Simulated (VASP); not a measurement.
# BeSe (F-43m) in VASP: notebook, part 3 of 3

VASP 6.6.1.

### 5 Relaxation of cell and atoms, PBEsol

File INCAR:

```
SYSTEM = BeSe
PREC = Accurate
ENCUT = 600
EDIFF = 1E-7
ISMEAR = 0
SIGMA = 0.02
LREAL = .FALSE.
LASPH = .TRUE.
NELM = 120
ALGO = Normal
ISIF = 3
LWAVE = .FALSE.
LCHARG = .FALSE.
GGA = PS
IBRION = 2
NSW = 100
EDIFFG = -0.002
GGA_COMPAT = .FALSE.
NELMIN = 4
```

File KPOINTS:

```
regular mesh
0
G
  8 8 8
  0 0 0
```

File POSCAR:

```
BeSe
1.0
    0.0000000000      2.5839687400      2.5839687400
    2.5839687400      0.0000000000      2.5839687400
    2.5839687400      2.5839687400      0.0000000000
Be Se
1 1
Direct
    0.0000000000      0.0000000000      0.0000000000
    0.2500000000      0.2500000000      0.2500000000
```

Potentials or basis: VASP PAW PBE potentials, release 64 (Be, Se).

On the command line:

```console
cat potpaw_PBE.64/Be/POTCAR potpaw_PBE.64/Se/POTCAR > POTCAR
mpirun -np 1 vasp_std > vasp.out
```

OUTCAR:

```text
SYSTEM = BeSe
   PREC = Accurate
   ENCUT = 600
   EDIFF = 1E-7
   ISMEAR = 0
   LREAL = .FALSE.
   LASPH = .TRUE.
   NELM = 120
   ISIF = 3
   GGA = PS
   IBRION = 2
   NSW = 100
   EDIFFG = -0.002
   NELMIN = 4

 ion  position               nearest neighbor table
   1  0.000  0.000  0.000-   2 2.24   2 2.24   2 2.24   2 2.24
   2  0.250  0.250  0.250-   1 2.24   1 2.24   1 2.24   1 2.24

  LATTYP: Found a face centered cubic cell.
 ALAT       =     5.1679374800

  Lattice vectors:

 A1 = (   0.0000000000,   2.5839687400,   2.5839687400)
 A2 = (   2.5839687400,   0.0000000000,   2.5839687400)
 A3 = (   2.5839687400,   2.5839687400,   0.0000000000)

Analysis of symmetry for initial positions (statically):
=====================================================================
 Subroutine PRICEL returns:
 Original cell was already a primitive cell.

 Routine SETGRP: Setting up the symmetry group for a
 face centered cubic supercell.

 Subroutine GETGRP returns: Found 24 space group operations
 (whereof 24 operations were pure point group operations)
 out of a pool of 48 trial point group operations.

The static configuration has the point symmetry T_d .

Analysis of symmetry for dynamics (positions and initial velocities):
=====================================================================
 Subroutine PRICEL returns:
 Original cell was already a primitive cell.
[... 145 lines left out ...]
 NGX is ok and might be reduce to    30
   NGX = 15   NGY = 15   NGZ = 15

--------------------------------------- Ionic step        1  -------------------------------------------

 number of electron       8.0000001 magnetization

 Free energy of the ion-electron system (eV)
  ---------------------------------------------------
  ext. energy  EPLUGINS =         0.00000000
  ---------------------------------------------------
  free energy    TOTEN  =        -9.44667998 eV

  energy without entropy =       -9.44667998  energy(sigma->0) =       -9.44667998

 E-fermi :   3.2889     XC(G=0):  -9.5322

 val. band max:        3.1529405333   @ k =   0.0000   0.0000   0.0000
 cond. band min:       5.6537830723   @ k =   0.5000   0.5000   0.0000
 fundamental gap:      2.5008425390
 Fermi energy:         3.2888774063

 k-point     1 :       0.0000    0.0000    0.0000
  band No.  band energies     occupation
      1     -10.5878      2.00000
      2       3.1529      2.00000
      3       3.1529      2.00000
      4       3.1529      2.00000
      5       7.2763      0.00000
      6       8.1316      0.00000
      7       8.1316      0.00000
      8       8.1316      0.00000
[... 324 lines left out ...]
--------------------------------------- Ionic step        3  -------------------------------------------

 number of electron       8.0000000 magnetization

 Free energy of the ion-electron system (eV)
  ---------------------------------------------------
  ext. energy  EPLUGINS =         0.00000000
  ---------------------------------------------------
  free energy    TOTEN  =        -9.44968897 eV

  energy without entropy =       -9.44968897  energy(sigma->0) =       -9.44968897

 E-fermi :   3.4154     XC(G=0):  -9.6084

 val. band max:        3.3329043969   @ k =   0.0000   0.0000   0.0000
 cond. band min:       5.7923078091   @ k =   0.5000   0.5000   0.0000
 fundamental gap:      2.4594034122
 Fermi energy:         3.4154019792

 k-point     1 :       0.0000    0.0000    0.0000
  band No.  band energies     occupation
      1     -10.5310      2.00000
      2       3.3329      2.00000
      3       3.3329      2.00000
      4       3.3329      2.00000
      5       7.5943      0.00000
      6       8.3081      0.00000
      7       8.3081      0.00000
      8       8.3081      0.00000
[... 282 lines left out ...]
  FREE ENERGIE OF THE ION-ELECTRON SYSTEM (eV)
  ---------------------------------------------------
  free  energy   TOTEN  =        -9.4496889748 eV

  energy  without entropy=       -9.4496889748  energy(sigma->0) =       -9.44968897

 reached required accuracy - stopping structural energy minimisation
```

OSZICAR:

```text
N       E                     dE             d eps       ncg     rms          rms(c)
DAV:   1     0.247357078957E+02    0.24736E+02   -0.42134E+03   464   0.955E+02
DAV:   2    -0.879542789483E+01   -0.33531E+02   -0.32582E+02   728   0.122E+02
DAV:   3    -0.957583876855E+01   -0.78041E+00   -0.78041E+00   488   0.245E+01
[... 21 lines left out ...]
DAV:   2    -0.944973780221E+01    0.28824E-03   -0.67972E-04   496   0.146E-01    0.349E-02
DAV:   3    -0.944969207725E+01    0.45725E-04   -0.21790E-04   552   0.815E-02    0.189E-02
DAV:   4    -0.944968972485E+01    0.23524E-05   -0.40185E-06   512   0.146E-02    0.999E-03
DAV:   5    -0.944968895099E+01    0.77386E-06   -0.13426E-06   584   0.770E-03    0.354E-03
DAV:   6    -0.944968897480E+01   -0.23804E-07   -0.17207E-08   248   0.119E-03
   3 F= -.94496890E+01 E0= -.94496890E+01  d E =-.300899E-02
```

CONTCAR:

```text
BeSe
   1.00000000000000
     0.0000000000000000    2.5676054592686830    2.5676054592686830
     2.5676054592686830    0.0000000000000000    2.5676054592686830
     2.5676054592686830    2.5676054592686830   -0.0000000000000000
  Be              Se
     1     1
Direct
     0.0000000000000000    0.0000000000000000    0.0000000000000000
     0.2500000000000000    0.2500000000000000    0.2500000000000000

  0.00000000E+00  0.00000000E+00  0.00000000E+00
  0.00000000E+00  0.00000000E+00  0.00000000E+00
```

Wall time 50 s (1 thread of AMD EPYC 7R43 (Zen 3), shared host); peak memory 0.14 GiB.

Results:

* Free energy: -9.4497 eV
* Relaxed volume: 16.93 Å³/atom
* Relaxed cell: a = 3.631 Å, b = 3.631 Å, c = 3.631 Å, α = 60.00°, β = 60.00°, γ = 60.00°
* Space group after relaxing (to 0.1 Å): F-43m (No. 216)
* Energy gained by relaxing: 1.5 meV/atom
* Ionic steps: 3
* Pressure after relaxing: 0.0 GPa
* Band gap on the k mesh: 2.46 eV (least direct gap 4.26 eV)

The path:
| step | energy change (eV) | largest force (eV/Å) | pressure (GPa) | volume (Å³) |
| --- | --- | --- | --- | --- |
| 1 | 0.0000 | 0.0000 | -1.45 | 34.51 |
| 2 | -0.0029 | 0.0000 | 0.30 | 33.73 |
| 3 | -0.0030 | 0.0000 | 0.00 | 33.85 |

Final structure:
```cif
data_structure
_symmetry_space_group_name_H-M 'P 1'
_symmetry_Int_Tables_number 1
_cell_length_a 3.6311
_cell_length_b 3.6311
_cell_length_c 3.6311
_cell_angle_alpha 60.000
_cell_angle_beta 60.000
_cell_angle_gamma 60.000
_cell_volume 33.85
loop_
_atom_site_label
_atom_site_type_symbol
_atom_site_fract_x
_atom_site_fract_y
_atom_site_fract_z
_atom_site_occupancy
Be1 Be 0.00000 0.00000 0.00000 1
Se1 Se 0.25000 0.25000 0.25000 1
```

Caveat: the PAW data sets were made with another functional, which shifts forces and pressure a little. A k mesh can miss the band edges.

### 6 Relaxation of cell and atoms, PBEsol

This run uses another cell than the first one, of 16.86 Å³/atom.

File INCAR:

```
  ALGO = Normal
  EDIFF = 1E-7
  EDIFFG = -0.002
  ENCUT = 600
  GGA = PS
  GGA_COMPAT = False
  IBRION = 2
  ISIF = 3
  ISMEAR = 0
  LASPH = True
  LCHARG = False
  LREAL = False
  LWAVE = False
  NELM = 120
  NELMIN = 4
  NSW = 100
  PREC = Accurate
  SIGMA = 0.02
```

File KPOINTS:

```
k-points
0
Gamma
  10 10 10
```

File POSCAR:

```
BeSe
1.0
    0.0000000000      2.5643587674      2.5643587674
    2.5643587674      0.0000000000      2.5643587674
    2.5643587674      2.5643587674      0.0000000000
Be Se
1 1
Direct
    0.0000000000      0.0000000000      0.0000000000
    0.2500000000      0.2500000000      0.2500000000
```

Potentials or basis: VASP PAW PBE potentials, release 64 (Be, Se).

On the command line:

```console
cat potpaw_PBE.64/Be/POTCAR potpaw_PBE.64/Se/POTCAR > POTCAR
mpirun -np 1 vasp_std > vasp.out
```

Run time: 54 s. Hardware: 1 thread of AMD EPYC 7R43 (Zen 3), shared host; peak memory 0.15 GiB.

Results (log left out):

| Quantity | Value |
| --- | --- |
| Free energy | -9.4500 eV |
| Relaxed volume | 16.93 Å³/atom |
| Relaxed cell | a = 3.631 Å, b = 3.631 Å, c = 3.631 Å, α = 60.00°, β = 60.00°, γ = 60.00° |
| Space group after relaxing (to 0.1 Å) | F-43m (No. 216) |
| Energy gained by relaxing | 0.1 meV/atom |
| Ionic steps | 3 |
| Pressure after relaxing | 0.0 GPa |
| Band gap on the k mesh | 2.46 eV (least direct gap 4.26 eV) |

Step by step:
```tsv
step	energy change (eV)	largest force (eV/Å)	pressure (GPa)	volume (Å³)
1	0.0000	0.0000	0.31	33.73
2	-0.0001	0.0000	-0.07	33.88
3	-0.0001	0.0000	0.00	33.85
```

Final structure:
```
Be Se
1.0
     0.00000    2.56757    2.56757
     2.56757    0.00000    2.56757
     2.56757    2.56757    0.00000
Be Se
1 1
Direct
  0.00000 0.00000 0.00000
  0.25000 0.25000 0.25000
```

Levels at points of the mesh, in eV from the valence-band top:
```tsv
k point	band 1	band 2	band 3	band 4	band 5	band 6	band 7	band 8
(0.00, 0.00, 0.00)	-13.86	0.00	0.00	0.00	4.26	4.98	4.98	4.98
(0.50, 0.00, 0.00)	-12.50	-5.79	-1.09	-1.09	4.28	5.91	5.91	9.82
(0.50, 0.50, 0.00)	-12.03	-5.14	-2.69	-2.69	2.46	4.12	11.73	11.73
```

Caveat: the PAW data sets were made with another functional, which shifts forces and pressure a little. A k mesh can miss the band edges.

### 7 The runs side by side

| task | cell | k mesh | smearing | gap on the mesh (eV) | pressure (GPa) | relaxed volume (Å³/atom) |
| --- | --- | --- | --- | --- | --- | --- |
| single point | a = 3.654 Å, angles 60.0°, 2 atoms | 6 × 6 × 6 | gaussian 0.1 eV | 2.50 | -1.4 | - |
| single point | a = 3.627 Å, angles 60.0°, 2 atoms | 8 × 8 × 8 | gaussian 0.02 eV | 2.45 | 0.3 | - |
| single point | a = 3.627 Å, angles 60.0°, 2 atoms | 10 × 10 × 10 | gaussian 0.02 eV | 2.45 | 0.3 | - |
| relaxation of cell and atoms | relaxed from a = 3.654 Å, angles 60.0°, 2 atoms | 8 × 8 × 8 | gaussian 0.02 eV | 2.46 | 0.0 | 16.93 |
| relaxation of cell and atoms | relaxed from a = 3.627 Å, angles 60.0°, 2 atoms | 10 × 10 × 10 | gaussian 0.02 eV | 2.46 | 0.0 | 16.93 |

Alike in all rows: level PBEsol; potentials or basis VASP PAW PBE potentials, release 64 (Be, Se); no spin polarisation; cutoff (eV) 600.

Caveats: the PAW data sets were made with another functional, which shifts forces and pressure a little.

Total energies depend on the potentials used, so only differences within one code and one set of settings carry meaning.
